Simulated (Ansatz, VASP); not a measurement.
**One calculation of KBr, two programs**

Contents of INCAR:

```
SYSTEM = KBr
PREC     = Accurate       ! precision mode
ENCUT    = 520            ! plane-wave cutoff, eV
EDIFF    = 1E-6           ! SCF threshold, eV
ISMEAR   = 0              ! smearing method
SIGMA    = 0.01           ! smearing width, eV
LREAL    = .False.        ! projectors in reciprocal space
LASPH    = .True.         ! aspherical terms in the spheres
NELM     = 100            ! most SCF steps
ALGO     = Normal         ! electronic algorithm
ISIF     = 2              ! what is computed and relaxed
LWAVE    = .False.        ! write WAVECAR
LCHARG   = .False.        ! write CHGCAR
GGA      = CA             ! functional
NBANDS   = 15             ! bands
```

The input KPOINTS:

```
regular mesh
0
Gamma
  4 4 4
  0 0 0
```

The input POSCAR:

```
KBr
1.0
    4.0434990000      0.0000000000      0.0000000000
    0.0000000000      4.0434990000      0.0000000000
    0.0000000000      0.0000000000      4.0434990000
K Br
1 1
Direct
    0.0000000000      0.0000000000      0.0000000000
    0.5000000000      0.5000000000      0.5000000000
```

Input for Ansatz:

```yaml
crystal:
  lattice:
    - [4.043499, 0.0, 0.0]
    - [0.0, 4.043499, 0.0]
    - [0.0, 0.0, 4.043499]
  atoms:
    - { symbol: K, position: [0.0, 0.0, 0.0] }
    - { symbol: Br, position: [0.5, 0.5, 0.5] }
basis:
  ecutwfc: 500.0
kpoints:
  mp_grid:
    grid: [4, 4, 4]
hamiltonian:
  xc: lda
  pseudopotentials:
    kind: paw
scf:
  occupations:
    method: fixed
output:
  stress: true
  eigenvalues: true
```

Alike in both runs: task single point; functional LDA; k mesh 4 × 4 × 4; no spin polarisation.

```csv
,VASP,Ansatz
version,VASP 6.6.1,Ansatz 0.2.0
potentials or method,"VASP PAW LDA potentials, release 64 (K_sv, Br), cutoff 520 eV","plane waves, PAW"
occupations,"gaussian, width 0.01 eV",fixed
valence electrons in the cell,16,16
```

```csv
,VASP,Ansatz,Ansatz less VASP
gap on the k mesh at the Fermi level (eV),3.48,3.47,-0.008
pressure (GPa),-2.6,-2.6,+0.02
```

LDA's correlation is that of Perdew and Zunger in VASP and of Perdew and Wang (1992) in Ansatz.
